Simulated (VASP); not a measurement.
# Se (P3_121) in VASP: a series of runs

Se is run at these levels: LDA; tasks: relaxation of the atoms, single point.

Everything below comes from runs of VASP 6.6.1. Logs are shortened: lines on timing, memory, paths and dates and some standing lists are left out, and cuts for length are marked.

### 1 The cell of the first run

The structure is trigonal, space group P3_121 (No. 152). Conventional cell: a = 4.505 Å, b = 4.505 Å, c = 4.979 Å, α = 90.00°, β = 90.00°, γ = 120.00°. Se (site symmetry 2) has 2 Se at 2.38 Å within 3.1 Å.

### 2 Relaxation of the atoms, LDA

Input file INCAR:

```
PREC     = Accurate       # precision mode
ENCUT    = 520            # plane-wave cutoff, eV
EDIFF    = 1E-6           # SCF threshold, eV
ISMEAR   = 0              # smearing method
SIGMA    = 0.02           # smearing width, eV
LREAL    = F              # projectors in reciprocal space
LASPH    = T              # aspherical terms in the spheres
NELM     = 80             # most SCF steps
ALGO     = Normal         # electronic algorithm
ISIF     = 2              # what is computed and relaxed
LWAVE    = F              # write WAVECAR
LCHARG   = F              # write CHGCAR
IBRION   = 2              # ionic algorithm
NSW      = 70             # ionic steps
EDIFFG   = -0.002         # ionic threshold
```

Input file KPOINTS:

```
Automatic mesh
0
Gamma
  9 9 6
```

Input file POSCAR:

```
Se
1.0
    4.5048207000      0.0000000000      0.0000000000
   -2.2524103500      3.9012891700      0.0000000000
    0.0000000000      0.0000000000      4.9787963200
Se
3
Direct
    0.2178929800      0.0000000000      0.3333333300
    0.0000000000      0.2178929800      0.6666666700
    0.7821070200      0.7821070200      0.0000000000
```

Potentials or basis: VASP PAW LDA potentials, release 64 (Se).

On the command line:

```sh
$ cat potpaw_LDA.64/Se/POTCAR > POTCAR
$ mpirun -np 1 vasp_std > vasp.out
```

OUTCAR:

```text
PREC = Accurate
   ENCUT = 520
   EDIFF = 1E-6
   ISMEAR = 0
   LREAL = F
   LASPH = T
   NELM = 80
   ISIF = 2
   IBRION = 2
   NSW = 70
   EDIFFG = -0.002

 ion  position               nearest neighbor table
   1  0.218  0.000  0.333-   3 2.38   2 2.38
   2  0.000  0.218  0.667-   3 2.38   1 2.38
   3  0.782  0.782  0.000-   1 2.38   2 2.38

  LATTYP: Found a hexagonal cell.
 ALAT       =     4.5048207000
 C/A-ratio  =     1.1052152020

  Lattice vectors:

 A1 = (   4.5048207000,   0.0000000000,   0.0000000000)
 A2 = (  -2.2524103500,   3.9012891700,   0.0000000000)
 A3 = (   0.0000000000,   0.0000000000,   4.9787963200)

Analysis of symmetry for initial positions (statically):
=====================================================================
 Subroutine PRICEL returns:
 Original cell was already a primitive cell.

 Routine SETGRP: Setting up the symmetry group for a
 hexagonal supercell.

 Subroutine GETGRP returns: Found  6 space group operations
 (whereof  2 operations were pure point group operations)
 out of a pool of 24 trial point group operations.

The static configuration has the point symmetry C_2 .
 The point group associated with its full space group is D_3 .

Analysis of symmetry for dynamics (positions and initial velocities):
=====================================================================
 Subroutine PRICEL returns:
 Original cell was already a primitive cell.

 Routine SETGRP: Setting up the symmetry group for a
 hexagonal supercell.

 Subroutine GETGRP returns: Found  6 space group operations
 (whereof  2 operations were pure point group operations)
 out of a pool of 24 trial point group operations.

The dynamic configuration has the point symmetry C_2 .
 The point group associated with its full space group is D_3 .

 Subroutine INISYM returns: Found  6 space group operations
 (whereof  2 operations are pure point group operations),
 and found     1 'primitive' translations

----------------------------------------------------------------------------------------

                                     Primitive cell

  volume of cell :      87.5004

  direct lattice vectors                    reciprocal lattice vectors
     4.504820700  0.000000000  0.000000000     0.221984418  0.128162763  0.000000000
    -2.252410350  3.901289170  0.000000000     0.000000000  0.256325526  0.000000000
     0.000000000  0.000000000  4.978796320     0.000000000  0.000000000  0.200851759

  length of vectors
     4.504820700  4.504820704  4.978796320     0.256325527  0.256325526  0.200851759

  position of ions in fractional coordinates (direct lattice)
     0.217892980  0.000000000  0.333333330
     1.000000000  0.217892980  0.666666670
     0.782107020  0.782107020  0.000000000

  ion indices of the primitive-cell ions
   primitive index   ion index
                 1           1
                 2           2
                 3           3

----------------------------------------------------------------------------------------

 KPOINTS: Automatic mesh

Automatic generation of k-mesh.
 Grid dimensions read from file:
 generate k-points for:    9    9    6

 Generating k-lattice:

  Cartesian coordinates                     Fractional coordinates (reciprocal lattice)
     0.024664935  0.014240307  0.000000000     0.111111111 -0.000000000  0.000000000
     0.000000000  0.028480614  0.000000000     0.000000000  0.111111111  0.000000000
     0.000000000  0.000000000  0.033475293     0.000000000  0.000000000  0.166666667

  Length of vectors
     0.028480614  0.028480614  0.033475293

  Shift w.r.t. Gamma in fractional coordinates (k-lattice)
     0.000000000  0.000000000  0.000000000

 Subroutine IBZKPT returns following result:
 ===========================================

 Found     62 irreducible k-points:

 Following reciprocal coordinates:
            Coordinates               Weight
  0.000000  0.000000  0.000000      1.000000
  0.111111  0.000000  0.000000      6.000000
  0.222222 -0.000000  0.000000      6.000000
  0.333333 -0.000000  0.000000      6.000000
  0.444444 -0.000000  0.000000      6.000000
  0.111111  0.111111  0.000000      6.000000
[... 16 lines left out ...]
  0.222222  0.111111  0.166667     12.000000
 -0.111111  0.333333  0.166667     12.000000
 [... further k-points ...]
   k-points           NKPTS =     62   k-points in BZ     NKDIM =     62   number of bands    NBANDS=     13
   number of dos      NEDOS =    301   number of ions     NIONS =      3
   total plane-waves  NPLWV =  51840
   dimension x,y,z NGX =    36 NGY =   36 NGZ =   40
   dimension x,y,z NGXF=    72 NGYF=   72 NGZF=   80
   ions per type =               3
   NGX,Y,Z   is equivalent  to a cutoff of  13.29, 13.29, 13.36 a.u.
   NGXF,Y,Z  is equivalent  to a cutoff of  26.57, 26.57, 26.71 a.u.
 SYSTEM =  unknown system
   PREC   = accura    normal or accurate (medium, high low for compatibility)
   ISTART =      0    job   : 0-new  1-cont  2-samecut
   ICHARG =      2    charge: 1-file 2-atom 10-const
   ISPIN  =      1    spin polarized calculation?
   LNONCOLLINEAR =      F non collinear calculations
   LSORBIT =      F    spin-orbit coupling
   LASPH  =      T    aspherical Exc in radial PAW
   ENCUT  =  520.0 eV  38.22 Ry    6.18 a.u.   8.38  8.38  9.26*2*pi/ulx,y,z
   NELM   =     80;   NELMIN=  2; NELMDL= -5     # of ELM steps
   EDIFF  = 0.1E-05   stopping-criterion for ELM
   LREAL  =      F    real-space projection
   EDIFFG = -.2E-02   stopping-criterion for IOM
   NSW    =     70    number of steps for IOM
   IBRION =      2    ionic relax: 0-MD 1-quasi-New 2-CG
   NFREE  =      1    steps in history (QN), initial steepest desc. (CG)
   ISIF   =      2    stress and relaxation
   ISYM   =      2    0-nonsym 1-usesym 2-fastsym
   POTIM  = 0.5000    time-step for ionic-motion
   TEBEG  =    0.0;   TEEND  =   0.0 temperature during run
   PSTRESS=    0.0 pullay stress
   NELECT =      18.0000    total number of electrons
   NUPDOWN=      -1.0000    fix difference up-down
   EMIN   =  10.00;   EMAX   =-10.00  energy-range for DOS
   EFERMI =   0.00;   METHOD = LEGACY
   ISMEAR =     0;   SIGMA  =   0.02  broadening in eV -4-tet -1-fermi 0-gaus
   EFERMI_NEDOS =   21; number of points for ismear=-14 and -15
   IALGO  =     38    algorithm
   IMIX   =      4    mixing-type and parameters
     AMIX     =   0.40;   BMIX     =  1.00
     AMIX_MAG =   1.60;   BMIX_MAG =  1.00
  volume/ion in A,a.u.               =      29.17       196.83
  Fermi-wavevector in a.u.,A,eV,Ry     =   0.966412  1.826254 12.707191  0.933952
  Thomas-Fermi vector in A             =   2.096211
   LORBIT       =      0    0 simple, 1 ext, 2 COOP (PROOUT), +10 PAW based schemes
   GGA     = CA    functional components
   LHFCALC =     F    Hartree Fock is set to
   AEXX    =    0.0000 exact exchange contribution
   IVDW    =     0    specifies the selected vdW correction
   LEPSILON=     F    determine dielectric tensor
   LRPA    =     F    only Hartree local field effects (RPA)
 conjugate gradient relaxation of ions
 non-spin polarized calculation
 Gauss-broadening in eV      SIGMA  =   0.02
  energy-cutoff  :      520.00
  volume of cell :       87.50
 maximum number of plane-waves:      2389
 NGX is ok and might be reduce to    36
   NGX = 17   NGY = 17   NGZ = 19

--------------------------------------- Ionic step        1  -------------------------------------------

 number of electron      18.0000000 magnetization

 Free energy of the ion-electron system (eV)
  ---------------------------------------------------
  ext. energy  EPLUGINS =         0.00000000
  ---------------------------------------------------
  free energy    TOTEN  =       -12.23883584 eV

  energy without entropy =      -12.23883584  energy(sigma->0) =      -12.23883584

------------------------ aborting loop because EDIFF is reached ----------------------------------------

  FORCE on cell =-STRESS in cart. coord.  units (eV):
  Direction    XX          YY          ZZ          XY          YZ          ZX
  --------------------------------------------------------------------------------------
  -------------------------------------------------------------------------------------
  Total       -1.2227106     -1.2227106     -0.8706682      0.0000000      0.0000000     -0.0000000
  in kB      -22.3884617    -22.3884617    -15.9423829      0.0000000      0.0000000     -0.0000000
  external PRESSURE =     -20.2397688 kB  Pullay stress =       0.0000000 kB
[... 59 lines left out ...]
  energy  without entropy=      -12.2401616725  energy(sigma->0) =      -12.24016167

--------------------------------------- Ionic step        3  -------------------------------------------

 number of electron      18.0000002 magnetization

 Free energy of the ion-electron system (eV)
  ---------------------------------------------------
  ext. energy  EPLUGINS =         0.00000000
  ---------------------------------------------------
  free energy    TOTEN  =       -12.24023618 eV

  energy without entropy =      -12.24023618  energy(sigma->0) =      -12.24023618

 E-fermi :   2.1318     XC(G=0):  -8.8788

 val. band max:        1.9980910629   @ k =   0.4444   0.1111   0.5000
 cond. band min:       3.0026254339   @ k =   0.3333   0.3333   0.5000
 fundamental gap:      1.0045343710
 Fermi energy:         2.1318032966

 k-point     1 :       0.0000    0.0000    0.0000
  band No.  band energies     occupation
      1     -13.5640      2.00000
      2      -9.6216      2.00000
      3      -9.6216      2.00000
      4      -1.8068      2.00000
      5      -1.8068      2.00000
      6      -1.5858      2.00000
      7       0.0664      2.00000
      8       0.0664      2.00000
      9       1.6787      2.00000
     10       3.8855      0.00000
     11       3.8855      0.00000
     12       4.1832      0.00000
     13       7.6393      0.00000
[... 353 lines left out ...]
 k-point    24 :      -0.1111    0.3333    0.1667
  band No.  band energies     occupation
      1     -13.2149      2.00000
      2     -10.6477      2.00000
      3      -8.9066      2.00000
      4      -2.7512      2.00000
      5      -2.5106      2.00000
      6      -1.2939      2.00000
      7      -0.0680      2.00000
      8       0.5174      2.00000
      9       1.3835      2.00000
     10       3.7402      0.00000
     11       4.2139      0.00000
     12       4.7051      0.00000
     13       7.8452      0.00000

 [... further k-points ...]

------------------------ aborting loop because EDIFF is reached ----------------------------------------

  FORCE on cell =-STRESS in cart. coord.  units (eV):
  Direction    XX          YY          ZZ          XY          YZ          ZX
  --------------------------------------------------------------------------------------
  -------------------------------------------------------------------------------------
  Total       -1.4469735     -1.4469735     -1.1353795      0.0000000      0.0000000      0.0000000
  in kB      -26.4948301    -26.4948302    -20.7893848      0.0000000      0.0000000      0.0000000
  external PRESSURE =     -24.5930150 kB  Pullay stress =       0.0000000 kB
[... 18 lines left out ...]
  FREE ENERGIE OF THE ION-ELECTRON SYSTEM (eV)
  ---------------------------------------------------
  free  energy   TOTEN  =       -12.2402361805 eV

  energy  without entropy=      -12.2402361805  energy(sigma->0) =      -12.24023618

 reached required accuracy - stopping structural energy minimisation
```

Run time: 2.7 min. Hardware: 1 thread of Intel Xeon 8259CL, shared host; peak memory 0.21 GiB.

Results:

```
Free energy               : -12.2402 eV
Energy gained by relaxing : 0.5 meV/atom
Ionic steps               : 3
Pressure after relaxing   : -2.5 GPa
Band gap on the k mesh    : 1.00 eV (least direct gap 1.24 eV)
```

Step by step:
| step | energy change (eV) | largest force (eV/Å) | pressure (GPa) |
| --- | --- | --- | --- |
| 1 | 0.0000 | 0.1224 | -2.02 |
| 2 | -0.0013 | 0.0277 | -2.36 |
| 3 | -0.0014 | 0.0005 | -2.46 |

Final structure:
```
CELL_PARAMETERS angstrom
4.50482 0.00000 0.00000
-2.25241 3.90129 0.00000
0.00000 0.00000 4.97880
ATOMIC_POSITIONS crystal
Se 0.21959 0.00000 0.33333
Se 0.00000 0.21959 0.66667
Se 0.78041 0.78041 0.00000
```

Levels at points of the mesh, in eV from the valence-band top:
| k point | band 5 | band 6 | band 7 | band 8 | band 9 | band 10 | band 11 | band 12 | band 13 |
| --- | --- | --- | --- | --- | --- | --- | --- | --- | --- |
| (0.00, 0.00, 0.00) | -3.80 | -3.58 | -1.93 | -1.93 | -0.32 | 1.89 | 1.89 | 2.19 | 5.64 |
| (0.00, 0.00, 0.50) | -3.32 | -3.32 | -1.43 | -1.43 | -0.95 | 1.21 | 1.21 | 1.31 | 6.38 |

Caveat: an odd mesh through Γ misses points on the zone boundary, where band edges can lie.

### 3 Single point, LDA

Input file INCAR:

```
SYSTEM = Se
  PREC = Accurate
  ENCUT = 520
  EDIFF = 1E-7
  ISMEAR = 0
  SIGMA = 0.02
  LREAL = .FALSE.
  LASPH = .TRUE.
  NELM = 80
  ALGO = Normal
  ISIF = 2
  LWAVE = .FALSE.
  LCHARG = .FALSE.
  NBANDS = 16
```

Input file KPOINTS:

```
Automatic mesh
0
G
  9 9 6
  0 0 0
```

Input file POSCAR:

```
Se
1.0
    4.5048207025      0.0000000000      0.0000000000
   -2.2524103512      3.9012891678      0.0000000000
    0.0000000000      0.0000000000      4.9787963200
Se
3
Direct
    0.2188532870      0.0000000000      0.3333333333
    0.0000000000      0.2188532870      0.6666666667
    0.7811467130      0.7811467130      0.0000000000
```

Potentials or basis: VASP PAW LDA potentials, release 64 (Se).

On the command line:

```sh
$ cat potpaw_LDA.64/Se/POTCAR > POTCAR
$ mpirun -np 1 vasp_std > vasp.out
```

Run time: 96 s. Hardware: 1 thread of Oxide Virtual Turin-like, shared host; peak memory 0.18 GiB.

Results (log left out):

```
Free energy            : -12.2400 eV
Pressure               : -2.3 GPa
Largest force          : 0.053 eV/Å
Band gap on the k mesh : 1.00 eV (least direct gap 1.23 eV)
```

Forces on the atoms (eV/Å):
```
Se   0.053  0.000  0.000
Se  -0.026  0.046  0.000
Se  -0.026 -0.046  0.000
```

Stress tensor (GPa, compression positive):
```
-2.47  0.00  0.00
 0.00 -2.47  0.00
 0.00  0.00 -1.87
```

Levels at points of the mesh, in eV from the valence-band top:
```
           k point  band 5  band 6  band 7  band 8  band 9  band 10  band 11  band 12  band 13  band 14
(0.00, 0.00, 0.00)   -3.82   -3.58   -1.94   -1.94   -0.32     1.90     1.90     2.21     5.63     6.42
(0.00, 0.00, 0.50)   -3.33   -3.33   -1.43   -1.43   -0.95     1.23     1.23     1.31     6.37     7.27
```

Caveat: an odd mesh through Γ misses points on the zone boundary, where band edges can lie.
